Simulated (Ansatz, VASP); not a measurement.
## SiO2 in VASP and in Ansatz

The input INCAR:

```
PREC = Accurate
ENCUT = 520
EDIFF = 1E-6
ISMEAR = 0
SIGMA = 0.01
LREAL = F
LASPH = T
NELM = 60
ALGO = Normal
ISIF = 2
LWAVE = F
LCHARG = F
GGA = PE
NBANDS = 34
```

Contents of KPOINTS:

```
Automatic mesh
0
Gamma
  6 6 4
```

File POSCAR:

```
SiO2
1.0
    5.1051731333      0.0000000000      0.0000000000
   -2.5525865667      4.4212096242      0.0000000000
    0.0000000000      0.0000000000      5.5845304736
Si O
3 6
Direct
    0.5000000000      0.5000000000      0.3333333333
    0.0000000000      0.5000000000      0.6666666667
    0.5000000000      0.0000000000      0.0000000000
    0.2080061346      0.7919938654      0.8333333333
    0.4160122692      0.2080061346      0.1666666667
    0.2080061346      0.4160122692      0.5000000000
    0.7919938654      0.2080061346      0.8333333333
    0.5839877308      0.7919938654      0.1666666667
    0.7919938654      0.5839877308      0.5000000000
```

Input for Ansatz:

```yaml
crystal:
  lattice:
    - [5.1051731333, 0.0, 0.0]
    - [-2.5525865667, 4.4212096242, 0.0]
    - [0.0, 0.0, 5.5845304736]
  atoms:
    - { symbol: Si, position: [0.5, 0.5, 0.3333333333] }
    - { symbol: Si, position: [0.0, 0.5, 0.6666666667] }
    - { symbol: Si, position: [0.5, 0.0, 0.0] }
    - { symbol: O, position: [0.2080061346, 0.7919938654, 0.8333333333] }
    - { symbol: O, position: [0.4160122692, 0.2080061346, 0.1666666667] }
    - { symbol: O, position: [0.2080061346, 0.4160122692, 0.5] }
    - { symbol: O, position: [0.7919938654, 0.2080061346, 0.8333333333] }
    - { symbol: O, position: [0.5839877308, 0.7919938654, 0.1666666667] }
    - { symbol: O, position: [0.7919938654, 0.5839877308, 0.5] }
kpoints:
  mp_grid: { grid: [6, 6, 4] }
hamiltonian:
  xc: pbe
scf:
  occupations: { method: fixed }
  n_extra_bands: 6
output:
  forces: true
  stress: true
  eigenvalues: true
```

Alike in both runs: task single point; functional PBE; k mesh 6 × 6 × 4; no spin polarisation.

|  | VASP | Ansatz |
| --- | --- | --- |
| version | VASP 6.6.1 | Ansatz 0.2.0 |
| potentials or method | VASP PAW PBE potentials, release 64 (Si, O) | plane waves, PAW |
| plane-wave cutoff (eV) | 520 | 420 |
| occupations | gaussian, width 0.01 eV | fixed |
| valence electrons in the cell | 48 | 48 |

|  | VASP | Ansatz | Ansatz less VASP |
| --- | --- | --- | --- |
| gap on the k mesh at the Fermi level (eV) | 5.55 | 5.55 | +0.002 |
| pressure (GPa) | 0.1 | 0.0 | -0.08 |
| rms of the force components (eV/Å) | 0.006 | 0.000 | -0.0057 |

Atom by atom the forces differ by 0.006 eV/Å (rms over components).
